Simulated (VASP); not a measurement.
# NaH (P4/mmm) in VASP: single point with HSE06

Aim: the single point of NaH with HSE06.

Program: VASP 6.6.1. These are calculated values, not measurements. Logs are shortened: lines on timing, memory, paths and dates and some standing lists are left out, and cuts for length are marked.

### 1 The cell of the first run

It takes space group P4/mmm (No. 123, tetragonal). The conventional cell has a = 3.024 Å, b = 3.024 Å, c = 2.960 Å, α = 90.00°, β = 90.00°, γ = 90.00°. Na (site symmetry 4/mmm) has 8 H at 2.60 Å and 6 Na at 2.96 to 3.02 Å within 3.4 Å. Within 3.4 Å of H (site symmetry 4/mmm) lie 8 Na at 2.60 Å and 6 H at 2.96 to 3.02 Å.

### 2 Single point, HSE06 (epitaxial xy strain +3.1%)

The input, POSCAR:

```
NaH
1.0
    3.0244682903      0.0000000000      0.0000000000
    0.0000000000      3.0244682903      0.0000000000
    0.0000000000      0.0000000000      2.9604893760
Na H
1 1
Direct
    0.0000000000      0.0000000000      0.0000000000
    0.5000000000      0.5000000000      0.5000000000
```

The input, INCAR.step1:

```
SYSTEM = NaH
PREC     = Accurate       ! precision mode
ENCUT    = 520            ! plane-wave cutoff, eV
EDIFF    = 1E-5           ! SCF threshold, eV
ISMEAR   = 0              ! smearing method
SIGMA    = 0.01           ! smearing width, eV
LREAL    = .False.        ! projectors in reciprocal space
LASPH    = .True.         ! aspherical terms in the spheres
NELM     = 60             ! most SCF steps
ALGO     = Normal         ! electronic algorithm
ISIF     = 2              ! what is computed and relaxed
LWAVE    = .True.         ! write WAVECAR
LCHARG   = .False.        ! write CHGCAR
NBANDS   = 11             ! bands
GGA      = PE             ! functional
```

The input, INCAR.step2:

```
SYSTEM = NaH
PREC     = Accurate       ! precision mode
ENCUT    = 520            ! plane-wave cutoff, eV
EDIFF    = 1E-6           ! SCF threshold, eV
ISMEAR   = 0              ! smearing method
SIGMA    = 0.01           ! smearing width, eV
LREAL    = .False.        ! projectors in reciprocal space
LASPH    = .True.         ! aspherical terms in the spheres
NELM     = 60             ! most SCF steps
ALGO     = Normal         ! electronic algorithm
ISIF     = 2              ! what is computed and relaxed
LWAVE    = .False.        ! write WAVECAR
LCHARG   = .False.        ! write CHGCAR
GGA      = PE             ! functional
LHFCALC  = .True.         ! exact exchange
HFSCREEN = 0.2079         ! screening, 1/A
PRECFOCK = Normal       
NBANDS   = 11             ! bands
ISTART   = 1
```

The input, KPOINTS:

```
Automatic mesh
0
Gamma
  6 6 6
  0 0 0
```

Potentials or basis: VASP PAW PBE potentials, release 64 (Na_pv, H).

Run with:

```console
cat potpaw_PBE.64/Na_pv/POTCAR potpaw_PBE.64/H/POTCAR > POTCAR
cp INCAR.step1 INCAR
mpirun -np 1 vasp_std > vasp.out
cp INCAR.step2 INCAR
mpirun -np 1 vasp_std > vasp.out
```

OUTCAR:

```text
SYSTEM = NaH
   PREC = Accurate
   ENCUT = 520
   EDIFF = 1E-6
   ISMEAR = 0
   LREAL = .False.
   LASPH = .True.
   NELM = 60
   ISIF = 2
   GGA = PE
   LHFCALC = .True.
   HFSCREEN = 0.2079
   PRECFOCK = Normal
   ISTART = 1

 ion  position               nearest neighbor table
   1  0.000  0.000  0.000-
   2  0.500  0.500  0.500-

  LATTYP: Found a simple tetragonal cell.
 ALAT       =     3.0244682903
 C/A-ratio  =     0.9788462274

  Lattice vectors:

 A1 = (   3.0244682903,   0.0000000000,   0.0000000000)
 A2 = (   0.0000000000,   3.0244682903,   0.0000000000)
 A3 = (   0.0000000000,   0.0000000000,   2.9604893760)

Analysis of symmetry for initial positions (statically):
=====================================================================
 Subroutine PRICEL returns:
 Original cell was already a primitive cell.

 Routine SETGRP: Setting up the symmetry group for a
 simple tetragonal supercell.

 Subroutine GETGRP returns: Found 16 space group operations
 (whereof 16 operations were pure point group operations)
 out of a pool of 16 trial point group operations.

The static configuration has the point symmetry D_4h.

Analysis of symmetry for dynamics (positions and initial velocities):
=====================================================================
 Subroutine PRICEL returns:
 Original cell was already a primitive cell.

 Routine SETGRP: Setting up the symmetry group for a
 simple tetragonal supercell.

 Subroutine GETGRP returns: Found 16 space group operations
 (whereof 16 operations were pure point group operations)
 out of a pool of 16 trial point group operations.

The dynamic configuration has the point symmetry D_4h.

 Subroutine INISYM returns: Found 16 space group operations
 (whereof 16 operations are pure point group operations),
 and found     1 'primitive' translations

----------------------------------------------------------------------------------------

                                     Primitive cell

  volume of cell :      27.0808

  direct lattice vectors                    reciprocal lattice vectors
     3.024468290  0.000000000  0.000000000     0.330636629  0.000000000  0.000000000
     0.000000000  3.024468290  0.000000000     0.000000000  0.330636629  0.000000000
     0.000000000  0.000000000  2.960489376     0.000000000  0.000000000  0.337781992

  length of vectors
     3.024468290  3.024468290  2.960489376     0.330636629  0.330636629  0.337781992

[... 90 lines left out ...]
   PSTRESS=    0.0 pullay stress
   NELECT =       8.0000    total number of electrons
   NUPDOWN=      -1.0000    fix difference up-down
   EMIN   =  10.00;   EMAX   =-10.00  energy-range for DOS
   EFERMI =   0.00;   METHOD = LEGACY
   ISMEAR =     0;   SIGMA  =   0.01  broadening in eV -4-tet -1-fermi 0-gaus
   EFERMI_NEDOS =   21; number of points for ismear=-14 and -15
   IALGO  =     38    algorithm
   IMIX   =      1    mixing-type and parameters
     AMIX     =   0.40;   BMIX     =  1.00
     AMIX_MAG =   1.60;   BMIX_MAG =  1.00
  volume/ion in A,a.u.               =      13.54        91.38
  Fermi-wavevector in a.u.,A,eV,Ry     =   1.090312  2.060392 16.174350  1.188781
  Thomas-Fermi vector in A             =   2.226534
   LORBIT       =      0    0 simple, 1 ext, 2 COOP (PROOUT), +10 PAW based schemes
   GGA     = PE    functional components
   LHFCALC =     T    Hartree Fock is set to
   PRECFOCK=normal    Normal, Fast or Accurate (Low or Medium for compatibility)
   ENCUT4O =  -1.0   cutoff for four orbital integrals eV
   NKREDX  =     1    reduce k-point grid by
   NKREDY  =     1    reduce k-point grid by
   NKREDZ  =     1    reduce k-point grid by
   AEXX    =    0.2500 exact exchange contribution
   HFSCREEN=    0.2079 screening length (either q_TF or 0.3 A-1)
   HFSCREENC=   0.2079 screening length for correlation (either q_TF or 0.3 A-1)
   ENCUTFOCK=  -1.0 apply spherical cutoff to Coloumb kernel
   IVDW    =     0    specifies the selected vdW correction
   LEPSILON=     F    determine dielectric tensor
   LRPA    =     F    only Hartree local field effects (RPA)
 non-spin polarized calculation
 Gauss-broadening in eV      SIGMA  =   0.01
  energy-cutoff  :      520.00
  volume of cell :       27.08
 maximum number of plane-waves:       748
 NGX is ok and might be reduce to    24
  NGX = 18; NGY = 18; NGZ = 18

 number of electron       7.9999989 magnetization

 Free energy of the ion-electron system (eV)
  ---------------------------------------------------
  ext. energy  EPLUGINS =         0.00000000
  ---------------------------------------------------
  free energy    TOTEN  =        -5.43504393 eV

  energy without entropy =       -5.43504393  energy(sigma->0) =       -5.43504393

 E-fermi :   0.5848     XC(G=0):  -6.6930

 val. band max:        0.5251837437   @ k =   0.5000   0.5000   0.5000
 cond. band min:       2.3130093609   @ k =   0.5000   0.0000   0.0000
 fundamental gap:      1.7878256172
 Fermi energy:         0.5847711734

 k-point     1 :       0.0000    0.0000    0.0000
  band No.  band energies     occupation
      1     -26.5487      2.00000
      2     -26.5487      2.00000
      3     -26.5468      2.00000
      4      -5.7130      2.00000
      5      10.1319      0.00000
      6      12.2341      0.00000
      7      12.6457      0.00000
      8      13.6775      0.00000
      9      13.6775      0.00000
     10      14.3937      0.00000
     11      26.6942      0.00000
[... 309 lines left out ...]
 k-point    24 :       0.5000    0.0000    0.3333
  band No.  band energies     occupation
      1     -26.6661      2.00000
      2     -26.6493      2.00000
      3     -26.5262      2.00000
      4      -1.8750      2.00000
      5       4.2419      0.00000
      6       7.1899      0.00000
      7      10.4196      0.00000
      8      15.5998      0.00000
      9      17.6885      0.00000
     10      19.4681      0.00000
     11      20.7444      0.00000

 [... further k-points ...]
[... 5 lines left out ...]
  --------------------------------------------------------------------------------------
  -------------------------------------------------------------------------------------
  Total       -0.3593506     -0.3593506      0.0357336      0.0000000     -0.0000000     -0.0000000
  in kB      -21.2602039    -21.2602039      2.1140999      0.0000000     -0.0000000     -0.0000000
  external PRESSURE =     -13.4687693 kB  Pullay stress =       0.0000000 kB

 VOLUME and BASIS-vectors are now :
 -----------------------------------------------------------------------------
  energy-cutoff  :      520.00
  volume of cell :       27.08
      direct lattice vectors                 reciprocal lattice vectors
     3.024468290  0.000000000  0.000000000     0.330636629  0.000000000  0.000000000
     0.000000000  3.024468290  0.000000000     0.000000000  0.330636629  0.000000000
     0.000000000  0.000000000  2.960489376     0.000000000  0.000000000  0.337781992

 POSITION                                       TOTAL-FORCE (eV/Angst)
 -----------------------------------------------------------------------------------
      0.00000      0.00000      0.00000         0.000000      0.000000      0.000000
      1.51223      1.51223      1.48024         0.000000      0.000000      0.000000
 -----------------------------------------------------------------------------------
    total drift:                               -0.000000     -0.000000      0.000002

  FREE ENERGIE OF THE ION-ELECTRON SYSTEM (eV)
  ---------------------------------------------------
  free  energy   TOTEN  =        -5.4350439323 eV

  energy  without entropy=       -5.4350439323  energy(sigma->0) =       -5.43504393
```

Run time: 19 min. Hardware: 1 thread of AMD EPYC 7R43 (Zen 3), shared host; peak memory 0.21 GiB.

What came out:

```
Free energy            : -5.4350 eV
Pressure               : -1.3 GPa
Band gap on the k mesh : 1.79 eV, indirect (least direct gap 5.45 eV)
```

Caveat: the cell differs from its parent crystal (epitaxial xy strain +3.1%); the PAW data sets were made with another functional, which shifts forces and pressure a little.
